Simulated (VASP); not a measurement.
# Si4BN3 (P1) in VASP: further runs

Runs on Si4BN3. Level: PBE. Tasks: single point.

Everything below comes from runs of VASP 6.6.1. Logs are shortened: lines on timing, memory, paths and dates and some standing lists are left out, and cuts for length are marked.

## 1. The cell of the first run

The typed cell holds 8 atoms: a = 2.746 Å, b = 2.746 Å, c = 16.881 Å, α = 89.45°, β = 89.13°, γ = 60.01°.

## 2. Single point, PBE

INCAR reads:

```
  ALGO = Normal
  EDIFF = 1E-7
  ENCUT = 520
  GGA = PE
  ISIF = 2
  ISMEAR = 0
  LASPH = True
  LCHARG = True
  LELF = True
  LREAL = False
  LVHAR = True
  LWAVE = False
  NBANDS = 27
  NELM = 60
  PREC = Accurate
  SIGMA = 0.2
```

KPOINTS reads:

```
k-points
0
Gamma
  10 10 2
```

POSCAR reads:

```
Si4BN3
1.0
   -1.3733587199     -2.3775242627      0.0072844541
    1.3727094884     -2.3780271775      0.0112561936
   -0.1176027647     -0.1758569145     16.8796883797
Si B N
4 1 3
Direct
    0.5172965173      0.5312309594      0.4841607893
    0.5291983873      0.5337983455      0.3420884232
    0.5536509871      0.5384992665      0.0537602424
    0.5417099391      0.5358823545      0.1958329148
    0.8935765223      0.8953283936      0.7721110961
    0.5602087162      0.5622101194      0.7721106105
    0.1807535756      0.1971858270      0.5217263295
    0.8902720216      0.8725314010      0.0162095941
```

Potentials or basis: VASP PAW PBE potentials, release 64 (Si, B, N).

On the command line:

```
$ cat potpaw_PBE.64/Si/POTCAR potpaw_PBE.64/B/POTCAR potpaw_PBE.64/N/POTCAR > POTCAR
$ mpirun -np 1 vasp_std > vasp.out
```

OUTCAR:

```text
EDIFF = 1E-7
   ENCUT = 520
   GGA = PE
   ISIF = 2
   ISMEAR = 0
   LASPH = True
   LREAL = False
   NELM = 60
   PREC = Accurate

 ion  position               nearest neighbor table
   1  0.517  0.531  0.484-   7 1.71   7 1.71   7 1.71   2 2.40
   2  0.529  0.534  0.342-   1 2.40   4 2.47
   3  0.554  0.538  0.054-   8 1.71   8 1.71   8 1.71   4 2.40
   4  0.542  0.536  0.196-   3 2.40   2 2.47
   5  0.894  0.895  0.772-   6 1.58   6 1.59   6 1.59
   6  0.560  0.562  0.772-   5 1.58   5 1.59   5 1.59
   7  0.181  0.197  0.522-   1 1.71   1 1.71   1 1.71
   8  0.890  0.873  0.016-   3 1.71   3 1.71   3 1.71

  Warning from LATTYP: Got some problem with cell dimensions!
  Tried to take original basis but could not verify dimensions!
  LATTYP: Found a triclinic cell.
 ALAT       =     2.7456854985
 B/A-ratio  =     1.0001404488
 C/A-ratio  =     7.0999820417
 COS(alpha) =     0.0047531652
 COS(beta)  =     0.4356354928
 COS(gamma) =     0.5000249687

  Lattice vectors:

 A1 = (   1.3733587199,   2.3775242627,  -0.0072844541)
 A2 = (   2.7460682083,  -0.0005029148,   0.0039717395)
 A3 = (   0.1189012277,   9.6869597949, -16.9167696751)

Analysis of symmetry for initial positions (statically):
=====================================================================
 Subroutine PRICEL returns:
 Original cell was already a primitive cell.

 Routine SETGRP: Setting up the symmetry group for a
 triclinic supercell.

 Subroutine GETGRP returns: Found  1 space group operations
 (whereof  1 operations were pure point group operations)
 out of a pool of  2 trial point group operations.

The static configuration has the point symmetry C_1 .

Analysis of symmetry for dynamics (positions and initial velocities):
=====================================================================
 Subroutine PRICEL returns:
 Original cell was already a primitive cell.

 Routine SETGRP: Setting up the symmetry group for a
 triclinic supercell.

 Subroutine GETGRP returns: Found  1 space group operations
 (whereof  1 operations were pure point group operations)
 out of a pool of  2 trial point group operations.

The dynamic configuration has the point symmetry C_1 .

 Subroutine INISYM returns: Found  1 space group operations
 (whereof  1 operations are pure point group operations),
 and found     1 'primitive' translations

----------------------------------------------------------------------------------------
[... 110 lines left out ...]
   NFREE  =      0    steps in history (QN), initial steepest desc. (CG)
   ISIF   =      2    stress and relaxation
   ISYM   =      2    0-nonsym 1-usesym 2-fastsym
   POTIM  = 0.5000    time-step for ionic-motion
   TEBEG  =    0.0;   TEEND  =   0.0 temperature during run
   PSTRESS=    0.0 pullay stress
   NELECT =      34.0000    total number of electrons
   NUPDOWN=      -1.0000    fix difference up-down
   EMIN   =  10.00;   EMAX   =-10.00  energy-range for DOS
   EFERMI =   0.00;   METHOD = LEGACY
   ISMEAR =     0;   SIGMA  =   0.20  broadening in eV -4-tet -1-fermi 0-gaus
   EFERMI_NEDOS =   21; number of points for ismear=-14 and -15
   IALGO  =     38    algorithm
   IMIX   =      4    mixing-type and parameters
     AMIX     =   0.40;   BMIX     =  1.00
     AMIX_MAG =   1.60;   BMIX_MAG =  1.00
  volume/ion in A,a.u.               =      13.78        92.97
  Fermi-wavevector in a.u.,A,eV,Ry     =   1.106174  2.090365 16.648365  1.223620
  Thomas-Fermi vector in A             =   2.242671
   LORBIT       =      0    0 simple, 1 ext, 2 COOP (PROOUT), +10 PAW based schemes
   GGA     = PE    functional components
   LHFCALC =     F    Hartree Fock is set to
   AEXX    =    0.0000 exact exchange contribution
   IVDW    =     0    specifies the selected vdW correction
   LEPSILON=     F    determine dielectric tensor
   LRPA    =     F    only Hartree local field effects (RPA)
 non-spin polarized calculation
 Gauss-broadening in eV      SIGMA  =   0.20
  energy-cutoff  :      520.00
  volume of cell :      110.21
 maximum number of plane-waves:      2989
   NGX = 11   NGY = 11   NGZ = 63

 number of electron      34.0000001 magnetization

 Free energy of the ion-electron system (eV)
  ---------------------------------------------------
  ext. energy  EPLUGINS =         0.00000000
  ---------------------------------------------------
  free energy    TOTEN  =       -56.63232875 eV

  energy without entropy =      -56.62792481  energy(sigma->0) =      -56.63012678

 E-fermi :   5.5336     XC(G=0):  -9.5493

 val. band max:        4.9837912946   @ k =   0.2000   0.5000   0.0000
 cond. band min:       5.6724506822   @ k =  -0.4000   0.4000   0.5000
 fundamental gap:      0.6886593876
 Fermi energy:         5.5335528453

 k-point     1 :       0.0000    0.0000    0.0000
  band No.  band energies     occupation
      1     -14.1869      2.00000
      2     -14.1843      2.00000
      3     -11.3469      2.00000
      4      -7.3417      2.00000
      5      -5.7818      2.00000
      6      -2.9595      2.00000
[... 709 lines left out ...]
     26      12.4969      0.00000
     27      13.3301      0.00000

 [... further k-points ...]

------------------------ aborting loop because EDIFF is reached ----------------------------------------

  FORCE on cell =-STRESS in cart. coord.  units (eV):
  Direction    XX          YY          ZZ          XY          YZ          ZX
  --------------------------------------------------------------------------------------
  -------------------------------------------------------------------------------------
  Total       -0.0000806      0.0073327     -0.3718564      0.0047510     -0.0067864      0.0018835
  in kB       -0.0011724      0.1065965     -5.4057061      0.0690660     -0.0986544      0.0273801
  external PRESSURE =      -1.7667606 kB  Pullay stress =       0.0000000 kB

 VOLUME and BASIS-vectors are now :
 -----------------------------------------------------------------------------
  energy-cutoff  :      520.00
  volume of cell :      110.21
      direct lattice vectors                 reciprocal lattice vectors
    -1.373358720 -2.377524263  0.007284454    -0.364188681 -0.210249269 -0.004727776
     1.372709488 -2.378027177  0.011256194     0.364117995 -0.210328918  0.000345592
    -0.117602765 -0.175856914 16.879688380    -0.000085645  0.000230991  0.059244610

 POSITION                                       TOTAL-FORCE (eV/Angst)
 -----------------------------------------------------------------------------------
     -0.03815     -2.57831      8.18223        -0.001014      0.004349      0.035078
     -0.03426     -2.58773      5.78421        -0.000409     -0.000121     -0.126935
     -0.02748     -2.60634      0.91755        -0.002573     -0.008750     -0.030145
     -0.03138     -2.59671      3.31558         0.000432     -0.000209      0.126710
     -0.08898     -4.38940     13.04958         0.005665     -0.007210      0.001701
     -0.08842     -2.80464     13.04340        -0.005773      0.007515     -0.001356
     -0.03892     -0.99041      8.81011         0.001014     -0.004466     -0.031135
     -0.02684     -4.19440      0.28992         0.002657      0.008893      0.026081
 -----------------------------------------------------------------------------------
    total drift:                               -0.000133     -0.000144     -0.000006

  FREE ENERGIE OF THE ION-ELECTRON SYSTEM (eV)
  ---------------------------------------------------
  free  energy   TOTEN  =       -56.6323287512 eV

  energy  without entropy=      -56.6279248124  energy(sigma->0) =      -56.63012678
```

OSZICAR:

```text
N       E                     dE             d eps       ncg     rms          rms(c)
DAV:   1     0.122965575555E+03    0.12297E+03   -0.15141E+04  5616   0.110E+03
DAV:   2    -0.503043513178E+02   -0.17327E+03   -0.16378E+03  7046   0.219E+02
DAV:   3    -0.620227813729E+02   -0.11718E+02   -0.11602E+02  7517   0.580E+01
DAV:   4    -0.622436026431E+02   -0.22082E+00   -0.22047E+00  7256   0.869E+00
DAV:   5    -0.622487109297E+02   -0.51083E-02   -0.51055E-02  7346   0.126E+00    0.177E+01
DAV:   6    -0.566771755340E+02    0.55715E+01   -0.18889E+01  7147   0.265E+01    0.881E+00
DAV:   7    -0.566892725453E+02   -0.12097E-01   -0.28213E+00  6750   0.853E+00    0.428E+00
DAV:   8    -0.566377644028E+02    0.51508E-01   -0.21250E-01  7172   0.257E+00    0.153E+00
DAV:   9    -0.566309140034E+02    0.68504E-02   -0.36593E-02  7136   0.114E+00    0.293E-01
DAV:  10    -0.566317613517E+02   -0.84735E-03   -0.34229E-03  6974   0.307E-01    0.197E-01
DAV:  11    -0.566323059338E+02   -0.54458E-03   -0.88517E-04  6138   0.200E-01    0.305E-02
DAV:  12    -0.566323117449E+02   -0.58110E-05   -0.73395E-05  7266   0.558E-02    0.179E-02
DAV:  13    -0.566323255725E+02   -0.13828E-04   -0.34616E-05  6479   0.335E-02    0.699E-03
DAV:  14    -0.566323283996E+02   -0.28271E-05   -0.10267E-05  6415   0.189E-02    0.356E-03
DAV:  15    -0.566323285866E+02   -0.18702E-06   -0.11112E-06  7045   0.622E-03    0.202E-03
DAV:  16    -0.566323287519E+02   -0.16530E-06   -0.36170E-07  5852   0.402E-03    0.791E-04
DAV:  17    -0.566323287512E+02    0.68485E-09   -0.49997E-08  4980   0.160E-03
   1 F= -.56632329E+02 E0= -.56630127E+02  d E =-.440394E-02
```

Run time: 3.5 min. Hardware: 1 thread of Intel Xeon 6975P-C (Granite Rapids), shared host; peak memory 0.38 GiB.

Results:

| Property | Result |
| --- | --- |
| Free energy | -56.6323 eV |
| Pressure | -0.2 GPa |
| Largest force | 0.127 eV/Å |
| Band gap on the k mesh | zero (bands 17 and 18 overlap by 3.51 eV) |

Forces in eV/Å, atoms in the order of the input:
```
Si  -0.001  0.004  0.035
Si   0.000  0.000 -0.127
Si  -0.003 -0.009 -0.030
Si   0.000  0.000  0.127
B    0.006 -0.007  0.002
N   -0.006  0.008 -0.001
N    0.001 -0.004 -0.031
N    0.003  0.009  0.026
```

Stress tensor (GPa, compression positive):
```
 0.00  0.01  0.00
 0.01  0.01 -0.01
 0.00 -0.01 -0.54
```

## 3. Single point, PBE

INCAR reads:

```
PREC     = Accurate       # precision mode
ENCUT    = 520            # plane-wave cutoff, eV
EDIFF    = 1E-7           # SCF threshold, eV
ISMEAR   = 0              # smearing method
SIGMA    = 0.2            # smearing width, eV
LREAL    = False          # projectors in reciprocal space
LASPH    = True           # aspherical terms in the spheres
NELM     = 60             # most SCF steps
ALGO     = Normal         # electronic algorithm
ISIF     = 2              # what is computed and relaxed
LWAVE    = False          # write WAVECAR
LCHARG   = True           # write CHGCAR
GGA      = PE             # functional
LELF     = True           # ELF
LVHAR    = True         
NBANDS   = 27             # bands
```

KPOINTS reads:

```
regular mesh
0
Gamma
  10 10 2
```

POSCAR reads:

```
Si4BN3
1.0
   -1.3733370504     -2.3774565199      0.0176674511
    1.3725337134     -2.3779222521      0.0074460914
   -0.2046258949     -0.1999967918     16.9082038766
Si B N
4 1 3
Direct
    0.5128175842      0.5400712603      0.4838841109
    0.5355796307      0.5348825873      0.3419187156
    0.5799549165      0.5250458437      0.0550627994
    0.5571934835      0.5302351245      0.1970336011
    0.8607739560      0.9023199555      0.7705680612
    0.5276943529      0.5688876493      0.7705598354
    0.1734660162      0.2082671436      0.5213917302
    0.9191867266      0.8569571025      0.0175811462
```

Potentials or basis: VASP PAW PBE potentials, release 64 (Si, B, N).

On the command line:

```
$ cat potpaw_PBE.64/Si/POTCAR potpaw_PBE.64/B/POTCAR potpaw_PBE.64/N/POTCAR > POTCAR
$ mpirun -np 1 vasp_std > vasp.out
```

It took 3.3 min on 1 thread of Intel Xeon 6975P-C (Granite Rapids), shared host; peak memory 0.38 GiB.

The run converged. Its results:

```
Free energy            : -56.6334 eV
Pressure               : -0.1 GPa
Largest force          : 0.033 eV/Å
Band gap on the k mesh : zero (bands 17 and 18 overlap by 3.49 eV)
```

Forces in eV/Å, atoms in the order of the input:
```
Si   0.009 -0.007  0.025
Si   0.002  0.001  0.003
Si  -0.001  0.008 -0.016
Si  -0.001 -0.001 -0.004
B   -0.009 -0.006  0.000
N    0.008  0.006  0.001
N   -0.009  0.007 -0.031
N    0.001 -0.007  0.022
```

Stress tensor (GPa, compression positive):
```
-0.02  0.01  0.01
 0.01  0.03  0.02
 0.01  0.02 -0.17
```

Levels at points of the mesh, in eV from the Fermi level:
| k point | band 15 | band 16 | band 17 | band 18 | band 19 | band 20 |
| --- | --- | --- | --- | --- | --- | --- |
| (0.00, 0.00, 0.00) | -2.33 | -1.49 | 2.01 | 4.42 | 5.39 | 6.67 |
| (0.50, 0.00, 0.00) | -3.65 | -2.41 | -1.44 | 0.33 | 1.43 | 1.97 |
| (0.00, 0.50, 0.00) | -3.65 | -2.42 | -1.44 | 0.34 | 1.42 | 1.97 |
| (0.50, 0.50, 0.00) | -3.65 | -2.41 | -1.44 | 0.34 | 1.42 | 1.97 |
| (0.00, 0.00, 0.50) | -2.33 | -1.52 | 2.06 | 4.23 | 5.67 | 6.45 |
| (0.50, 0.00, 0.50) | -3.65 | -2.41 | -1.44 | 0.33 | 1.42 | 1.97 |
| (0.00, 0.50, 0.50) | -3.65 | -2.41 | -1.44 | 0.33 | 1.42 | 1.97 |
| (0.50, 0.50, 0.50) | -3.65 | -2.41 | -1.43 | 0.33 | 1.42 | 1.97 |

The gap in the log of VASP goes by the Fermi energy; the results here count the filled bands.